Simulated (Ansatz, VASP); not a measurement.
## One calculation of Ba, two programs

INCAR

```
SYSTEM = Ba
ALGO = Normal
EDIFF = 1E-6
ENCUT = 500
GGA = PS
GGA_COMPAT = .False.
ISIF = 2
ISMEAR = 0
LASPH = .True.
LCHARG = .False.
LREAL = .False.
LWAVE = .False.
NBANDS = 11
NELM = 120
PREC = Accurate
SIGMA = 0.1
```

The input KPOINTS:

```
k-points
0
Gamma
  6 6 4
  0 0 0
```

The input POSCAR:

```
Ba
1.0
    3.8545180925      0.0000000000      0.0000000000
   -1.9272590463      3.3381105875      0.0000000000
    0.0000000000      0.0000000000      4.0878339820
Ba
1
Direct
    0.0000000000      0.0000000000      0.0000000000
```

Input for Ansatz:

```yaml
crystal:
  lattice:
    - [3.8545180925, 0.0, 0.0]
    - [-1.9272590463, 3.3381105875, 0.0]
    - [0.0, 0.0, 4.087833982]
  atoms:
    - { symbol: Ba, position: [0.0, 0.0, 0.0] }
basis:
  ecutwfc: 420
kpoints:
  mp_grid: { grid: [6, 6, 4] }
hamiltonian:
  xc: pbesol
scf:
  occupations: { method: gaussian, width: 0.1 }
output:
  forces: true
  stress: true
  eigenvalues: true
```

Alike in both runs: task single point; functional PBEsol; k mesh 6 × 6 × 4; occupations gaussian, width 0.1 eV; no spin polarisation.

|  | VASP | Ansatz |
| --- | --- | --- |
| version | VASP 6.6.1 | Ansatz 0.2.0 |
| potentials or method | VASP PAW PBE potentials, release 64 (Ba_sv), cutoff 500 eV | scalar-relativistic, plane waves, PAW |
| valence electrons in the cell | 10 | 10 |

```csv
,VASP,Ansatz,Ansatz less VASP
gap on the k mesh at the Fermi level (eV),none,none,-
pressure (GPa),1.6,1.4,-0.20
"traceless stress, the component that is largest in VASP (GPa)",-3.46,-3.43,+0.027
```

VASP's potentials were made for PBE, not for PBEsol. A gap of «none» marks a metal or a gap that the smearing closes. With one functional, cell and mesh, what is left measures potentials, basis and numerics.

The k mesh is coarse, so the values compare programs but aren't converged. Spin-orbit coupling is off throughout.
